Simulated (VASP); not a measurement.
Write the native input for VASP 6.6.1 that does the following.

| Property | Result |
| --- | --- |
| Task | single point |
| Functional | PBE |
| Potentials or basis | VASP PAW PBE potentials, release 64 (Mg, Cd, S) |
| Cutoff | 520 eV |
| k mesh | 10 × 10 × 10 |
| Occupations | gaussian, width 0.02 eV |
| Spin | no spin polarisation |
| Dipole correction | no |
| Further INCAR settings | ALGO = Normal; EDIFF = 1e-06; NBANDS = 31 |

The structure of MgCd2S3 lies in POSCAR:

```
MgCd2S3
1.0
   -2.0301518463      2.0301518463      8.5527400806
    2.0301518463     -2.0301518463      8.5527400806
    2.0301518463      2.0301518463     -8.5527400806
Mg Cd S
1 2 3
Direct
    0.0000000000      0.0000000000      0.0000000000
    0.3363664885      0.3363664885      0.0000000000
    0.6636335115      0.6636335115      0.0000000000
    0.2500000000      0.7500000000      0.5000000000
    0.5770614909      0.0770614909      0.5000000000
    0.9229385091      0.4229385091      0.5000000000
```

The input as run:

INCAR

```
SYSTEM = MgCd2S3
PREC     = Accurate       ! precision mode
ENCUT    = 520            ! plane-wave cutoff, eV
EDIFF    = 1E-6           ! SCF threshold, eV
ISMEAR   = 0              ! smearing method
SIGMA    = 0.02           ! smearing width, eV
LREAL    = .FALSE.        ! projectors in reciprocal space
LASPH    = .TRUE.         ! aspherical terms in the spheres
NELM     = 60             ! most SCF steps
ALGO     = Normal         ! electronic algorithm
ISIF     = 2              ! what is computed and relaxed
LWAVE    = .FALSE.        ! write WAVECAR
LCHARG   = .FALSE.        ! write CHGCAR
GGA      = PE             ! functional
NBANDS   = 31             ! bands
```

KPOINTS

```
Automatic mesh
0
G
  10 10 10
  0 0 0
```

Potentials or basis: VASP PAW PBE potentials, release 64 (Mg, Cd, S).

Run with:

```bash
$ cat potpaw_PBE.64/Mg/POTCAR potpaw_PBE.64/Cd/POTCAR potpaw_PBE.64/S/POTCAR > POTCAR
$ mpirun -np 1 vasp_std > vasp.out
```

Results of the run:

| Property | Result |
| --- | --- |
| Pressure | 4.0 GPa |
| Largest force | 0.056 eV/Å |
| Band gap on the k mesh | 1.84 eV |

Caveat: the cell stands under pressure.

Wall time 45 min on 1 thread of Intel Xeon 8259CL (shared host), peak memory 0.94 GiB.
